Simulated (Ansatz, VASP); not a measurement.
# Two plane-wave programs on Bi3H

```
Bi H
1.0
     7.60372    0.00000    0.00000
    -3.80186    6.58501    0.00000
     0.00000    0.00000    4.26339
Bi H
6 2
Cartesian
  3.8019 4.0876 1.0658
  -1.6390 5.3363 3.1975
  2.1628 1.2487 1.0658
  0.0000 2.4974 3.1975
  5.4409 1.2487 1.0658
  1.6390 5.3363 3.1975
  0.0000 4.3900 1.0658
  3.8019 2.1950 3.1975
```

Alike in both runs: functional PBE; k mesh 6 × 6 × 10; occupations gaussian, width 0.1 eV; no spin polarisation.

Ansatz relaxed the structure, and its values are those at the end. VASP's run is a single point on that final structure, the one shown.

|  | VASP | Ansatz |
| --- | --- | --- |
| version | VASP 6.6.1 | Ansatz 0.2.0 |
| potentials or method | VASP PAW PBE potentials, release 64 (Bi_d, H), cutoff 520 eV | scalar-relativistic, plane waves, PAW |
| valence electrons in the cell | 92 | 92 |

|  | VASP | Ansatz | Ansatz less VASP |
| --- | --- | --- | --- |
| gap on the k mesh at the Fermi level (eV) | none | none | - |
| pressure (GPa) | -0.1 | 0.0 | +0.07 |

A gap of «none» marks a metal or a gap that the smearing closes.

Neither program's run includes spin-orbit coupling.
